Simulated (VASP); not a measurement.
# Sb (Pm-3m) in VASP: a series of runs, part 2 of 2

VASP 6.6.1. Earlier steps stand in the parts before.

## Step 4: Single point, PBEsol

This run uses another cell than the first one, of 29.98 Å³/atom, 1.056 times its volume.

INCAR reads:

```
SYSTEM = Sb
PREC     = Accurate       ! precision mode
ENCUT    = 520            ! plane-wave cutoff, eV
EDIFF    = 1E-6           ! SCF threshold, eV
ISMEAR   = -1             ! smearing method
SIGMA    = 0.05           ! smearing width, eV
LREAL    = .FALSE.        ! projectors in reciprocal space
LASPH    = .TRUE.         ! aspherical terms in the spheres
NELM     = 100            ! most SCF steps
ALGO     = Normal         ! electronic algorithm
ISIF     = 2              ! what is computed and relaxed
LWAVE    = .FALSE.        ! write WAVECAR
LCHARG   = .FALSE.        ! write CHGCAR
GGA      = PS             ! functional
NBANDS   = 8              ! bands
```

KPOINTS reads:

```
Automatic mesh
0
G
  7 7 7
  0 0 0
```

POSCAR reads:

```
Sb
1.0
    3.1064303291      0.0000000000      0.0000000000
    0.0000000000      3.1064303291      0.0000000000
    0.0000000000      0.0000000000      3.1064303291
Sb
1
Direct
    0.0000000000      0.0000000000      0.0000000000
```

Potentials or basis: VASP PAW PBE potentials, release 64 (Sb).

Command:

```console
> cat potpaw_PBE.64/Sb/POTCAR > POTCAR
> mpirun -np 1 vasp_std > vasp.out
```

OUTCAR:

```text
SYSTEM = Sb
   PREC = Accurate
   ENCUT = 520
   EDIFF = 1E-6
   ISMEAR = -1
   LREAL = .FALSE.
   LASPH = .TRUE.
   NELM = 100
   ISIF = 2
   GGA = PS

 ion  position               nearest neighbor table
   1  0.000  0.000  0.000-

  LATTYP: Found a simple cubic cell.
 ALAT       =     3.1064303291

  Lattice vectors:

 A1 = (   3.1064303291,   0.0000000000,   0.0000000000)
 A2 = (   0.0000000000,   3.1064303291,   0.0000000000)
 A3 = (   0.0000000000,   0.0000000000,   3.1064303291)

Analysis of symmetry for initial positions (statically):
=====================================================================
 Subroutine PRICEL returns:
 Original cell was already a primitive cell.

 Routine SETGRP: Setting up the symmetry group for a
 simple cubic supercell.

 Subroutine GETGRP returns: Found 48 space group operations
 (whereof 48 operations were pure point group operations)
 out of a pool of 48 trial point group operations.

The static configuration has the point symmetry O_h .

[... 150 lines left out ...]

  energy without entropy =       -4.55004462  energy(sigma->0) =       -4.55244577

 E-fermi :   6.7818     XC(G=0):  -9.7313

 val. band max:        6.4329119432   @ k =   0.4286   0.2857   0.1429
 cond. band min:       6.8444599721   @ k =   0.4286   0.2857   0.2857
 fundamental gap:      0.4115480289
 Fermi energy:         6.7818348655

 k-point     1 :       0.0000    0.0000    0.0000
  band No.  band energies     occupation
      1      -5.4348      2.00000
      2      10.1761      0.00000
      3      10.1761      0.00000
      4      10.1761      0.00000
      5      13.8716      0.00000
      6      13.8716      0.00000
      7      15.0335      0.00000
      8      24.6324      0.00000
[... 199 lines left out ...]
 k-point    20 :       0.4286    0.4286    0.4286
  band No.  band energies     occupation
      1       1.4015      2.00000
      2       5.3767      2.00000
      3       5.3767      2.00000
      4       5.8496      2.00000
      5      11.6393      0.00000
      6      12.1615      0.00000
      7      12.1615      0.00000
      8      15.1823      0.00000

------------------------ aborting loop because EDIFF is reached ----------------------------------------

  FORCE on cell =-STRESS in cart. coord.  units (eV):
  Direction    XX          YY          ZZ          XY          YZ          ZX
  --------------------------------------------------------------------------------------
  -------------------------------------------------------------------------------------
  Total       -0.4544559     -0.4544559     -0.4544559     -0.0000000     -0.0000000      0.0000000
  in kB      -24.2894361    -24.2894361    -24.2894361     -0.0000000     -0.0000000      0.0000000
  external PRESSURE =     -24.2894361 kB  Pullay stress =       0.0000000 kB

 VOLUME and BASIS-vectors are now :
 -----------------------------------------------------------------------------
  energy-cutoff  :      520.00
  volume of cell :       29.98
      direct lattice vectors                 reciprocal lattice vectors
     3.106430329  0.000000000  0.000000000     0.321912901  0.000000000  0.000000000
     0.000000000  3.106430329  0.000000000     0.000000000  0.321912901  0.000000000
     0.000000000  0.000000000  3.106430329     0.000000000  0.000000000  0.321912901

 POSITION                                       TOTAL-FORCE (eV/Angst)
 -----------------------------------------------------------------------------------
      0.00000      0.00000      0.00000         0.000000      0.000000      0.000000
 -----------------------------------------------------------------------------------
    total drift:                                0.000000      0.000000      0.000000

  FREE ENERGIE OF THE ION-ELECTRON SYSTEM (eV)
  ---------------------------------------------------
  free  energy   TOTEN  =        -4.5548469150 eV

  energy  without entropy=       -4.5500446177  energy(sigma->0) =       -4.55244577
```

OSZICAR:

```text
N       E                     dE             d eps       ncg     rms          rms(c)
DAV:   1     0.474857194595E+01    0.47486E+01   -0.14835E+03   320   0.386E+02
DAV:   2    -0.444159459293E+01   -0.91902E+01   -0.89058E+01   456   0.529E+01
DAV:   3    -0.455581514848E+01   -0.11422E+00   -0.11389E+00   376   0.659E+00
DAV:   4    -0.455637722753E+01   -0.56208E-03   -0.56207E-03   480   0.568E-01
DAV:   5    -0.455637910887E+01   -0.18813E-05   -0.18807E-05   432   0.189E-02    0.184E+00
DAV:   6    -0.455550363525E+01    0.87547E-03   -0.35260E-04   416   0.127E-01    0.109E+00
DAV:   7    -0.455483463480E+01    0.66900E-03   -0.91897E-04   360   0.195E-01    0.607E-02
DAV:   8    -0.455484595969E+01   -0.11325E-04   -0.28114E-05   472   0.359E-02    0.472E-03
DAV:   9    -0.455484691497E+01   -0.95528E-06   -0.76959E-07   400   0.602E-03
   1 F= -.45548469E+01 E0= -.45524458E+01  d E =-.480230E-02
```

Run time: 2.1 s. Hardware: 1 thread of Intel Xeon Platinum 8481C at 2.70GHz (Sapphire Rapids), shared host; peak memory 0.13 GiB.

What came out:

```
Free energy : -4.5548 eV
Pressure    : -2.4 GPa
```

Levels at points of the mesh, in eV from the Fermi level:
```csv
k point,band 1,band 2,band 3,band 4,band 5,band 6
"(0.00, 0.00, 0.00)",-12.22,3.39,3.39,3.39,7.09,7.09
```

Caveat: the PAW data sets were made with another functional, which shifts forces and pressure a little; spin-orbit coupling is left out, which moves the levels of the heavy elements.

## Step 5: Single point, PBEsol

This run uses another cell than the first one, of 30.77 Å³/atom, 1.083 times its volume.

INCAR reads:

```
PREC     = Accurate       # precision mode
ENCUT    = 520            # plane-wave cutoff, eV
EDIFF    = 1E-7           # SCF threshold, eV
ISMEAR   = -1             # smearing method
SIGMA    = 0.05           # smearing width, eV
LREAL    = False          # projectors in reciprocal space
LASPH    = True           # aspherical terms in the spheres
NELM     = 80             # most SCF steps
ALGO     = Normal         # electronic algorithm
ISIF     = 2              # what is computed and relaxed
LWAVE    = False          # write WAVECAR
LCHARG   = False          # write CHGCAR
GGA      = PS             # functional
NBANDS   = 8              # bands
```

KPOINTS reads:

```
regular mesh
0
Gamma
  7 7 7
```

POSCAR reads:

```
Sb
1.0
    3.1334441226      0.0000000000      0.0000000000
    0.0000000000      3.1334441226      0.0000000000
    0.0000000000      0.0000000000      3.1334441226
Sb
1
Direct
    0.0000000000      0.0000000000      0.0000000000
```

Command:

```console
> cat potpaw_PBE.64/Sb/POTCAR > POTCAR
> mpirun -np 1 vasp_std > vasp.out
```

It took 2.4 s on 1 thread of Intel Xeon Platinum 8481C at 2.70GHz (Sapphire Rapids), shared host; peak memory 0.13 GiB.

The run converged. Its results:

| Property | Result |
| --- | --- |
| Free energy | -4.5397 eV |
| Pressure | -3.7 GPa |

Levels at points of the mesh, in eV from the Fermi level:
| k point | band 1 | band 2 | band 3 | band 4 | band 5 | band 6 | band 7 |
| --- | --- | --- | --- | --- | --- | --- | --- |
| (0.00, 0.00, 0.00) | -12.02 | 3.33 | 3.33 | 3.33 | 7.06 | 7.06 | 8.09 |

Caveat: the PAW data sets were made with another functional, which shifts forces and pressure a little; spin-orbit coupling is left out, which moves the levels of the heavy elements.

## Step 6: The runs side by side

| cell | gap on the mesh (eV) | pressure (GPa) |
| --- | --- | --- |
| a = 3.051 Å, 1 atom | none | 0.9 |
| a = 3.079 Å, 1 atom | none | -0.9 |
| a = 3.106 Å, 1 atom | none | -2.4 |
| a = 3.133 Å, 1 atom | none | -3.7 |

Alike in all rows: task single point; level PBEsol; potentials or basis VASP PAW PBE potentials, release 64 (Sb); no spin polarisation; k mesh 7 × 7 × 7; cutoff (eV) 520; smearing fermi-dirac 0.05 eV.

Caveats: the PAW data sets were made with another functional, which shifts forces and pressure a little; spin-orbit coupling is left out, which moves the levels of the heavy elements.

Absolute energies hang on the potentials; compare differences alone.
